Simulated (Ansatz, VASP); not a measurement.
# SnSe in VASP and in Ansatz

INCAR

```
PREC = Accurate
ENCUT = 520
EDIFF = 1E-6
ISMEAR = -1
SIGMA = 0.1
LREAL = F
LASPH = T
NELM = 100
ALGO = Normal
ISIF = 2
LWAVE = F
LCHARG = F
GGA = PE
NBANDS = 28
```

The input KPOINTS:

```
regular mesh
0
Gamma
  9 9 5
```

The input POSCAR:

```
SnSe
1.0
    4.7963903545      0.0000000000      0.0000000000
   -2.3981951772      4.1537958935      0.0000000000
    0.0000000000      0.0000000000      5.7483615949
Sn Se
2 2
Direct
    0.3333333333      0.6666666667     -0.0620085990
    0.6666666667      0.3333333333      0.4379914010
    0.3333333333      0.6666666667      0.4380085990
    0.6666666667      0.3333333333      0.9380085990
```

Input for Ansatz:

```yaml
crystal:
  lattice:
    - [4.7963903545, 0.0, 0.0]
    - [-2.3981951772, 4.1537958935, 0.0]
    - [0.0, 0.0, 5.7483615949]
  atoms:
    - { symbol: Sn, position: [0.3333333333, 0.6666666667, -0.062008599] }
    - { symbol: Sn, position: [0.6666666667, 0.3333333333, 0.437991401] }
    - { symbol: Se, position: [0.3333333333, 0.6666666667, 0.438008599] }
    - { symbol: Se, position: [0.6666666667, 0.3333333333, 0.938008599] }
kpoints:
  mp_grid: { grid: [9, 9, 5] }
scf:
  occupations: { method: fermi_dirac, width: 0.1 }
hamiltonian:
  xc: pbe
  pseudopotentials: { kind: all_electron, lapw: { basis_error: 0.0005 } }
output:
  forces: true
  stress: true
  eigenvalues: true
  populations: true
```

Alike in both runs: task single point; functional PBE; k mesh 9 × 9 × 5; occupations fermi-dirac, width 0.1 eV; no spin polarisation.

|  | VASP | Ansatz |
| --- | --- | --- |
| version | VASP 6.6.1 | Ansatz 0.2.0 |
| potentials or method | VASP PAW PBE potentials, release 64 (Sn_d, Se), cutoff 520 eV | all-electron LAPW, scalar-relativistic |

|  | VASP | Ansatz | Ansatz less VASP |
| --- | --- | --- | --- |
| pressure (GPa) | 10.0 | 10.0 | -0.04 |

Ansatz ran all-electron here, and VASP with PAW potentials. Ansatz's warnings: structure snapped to symmetry.
